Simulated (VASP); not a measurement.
Input of a VASP 6.6.1 run:

File POSCAR:

```
Hf2N
1.0
    5.3131240200      0.0000000000      0.0000000000
    0.0000000000      5.3131240200      0.0000000000
    0.0000000000      0.0000000000      3.2420983900
Hf N
4 2
Direct
    0.2955363700      0.2955363700      0.0000000000
    0.7044636300      0.7044636300      0.0000000000
    0.7955363700      0.2044636300      0.5000000000
    0.2044636300      0.7955363700      0.5000000000
    0.0000000000      0.0000000000      0.0000000000
    0.5000000000      0.5000000000      0.5000000000
```

INCAR.step1

```
ALGO = Normal ; EDIFF = 1E-4
ENCUT = 520 ; GGA = PE
ISMEAR = -5 ; LASPH = T
LCHARG = F ; LREAL = F
LWAVE = T ; NBANDS = 34
NELM = 100 ; PREC = Accurate
SIGMA = 0.1
```

The input INCAR.step2:

```
ALGO = Normal ; EDIFF = 1E-7
ENCUT = 520 ; ISIF = 2
ISMEAR = -5 ; ISTART = 1
LASPH = T ; LCHARG = F
LMIXTAU = T ; LREAL = F
LWAVE = F ; METAGGA = R2SCAN
NBANDS = 34 ; NELM = 100
PREC = Accurate ; SIGMA = 0.1
```

KPOINTS

```
k-points
0
Gamma
  8 8 12
```

Potentials or basis: VASP PAW PBE potentials, release 64 (Hf_pv, N).

The run is started by

```bash
$ cat potpaw_PBE.64/Hf_pv/POTCAR potpaw_PBE.64/N/POTCAR > POTCAR
$ cp INCAR.step1 INCAR
$ mpirun -np 1 vasp_std > vasp.out
$ cp INCAR.step2 INCAR
$ mpirun -np 1 vasp_std > vasp.out
```

What does it give for the band gap on the k mesh?

Zero (bands 25 and 26 overlap by 2.77 eV).

Estimate the largest force.

0.007 eV/Å.

Forces on the atoms (eV/Å):
```
Hf   0.005  0.005  0.000
Hf  -0.005 -0.005  0.000
Hf   0.005 -0.005  0.000
Hf  -0.005  0.005  0.000
N    0.000  0.000  0.000
N    0.000  0.000  0.000
```

Caveat: the PAW data sets were made with another functional, which shifts forces and pressure a little; spin-orbit coupling is left out, which moves the levels of the heavy elements; tetrahedron occupations give inexact forces and stress in metals.
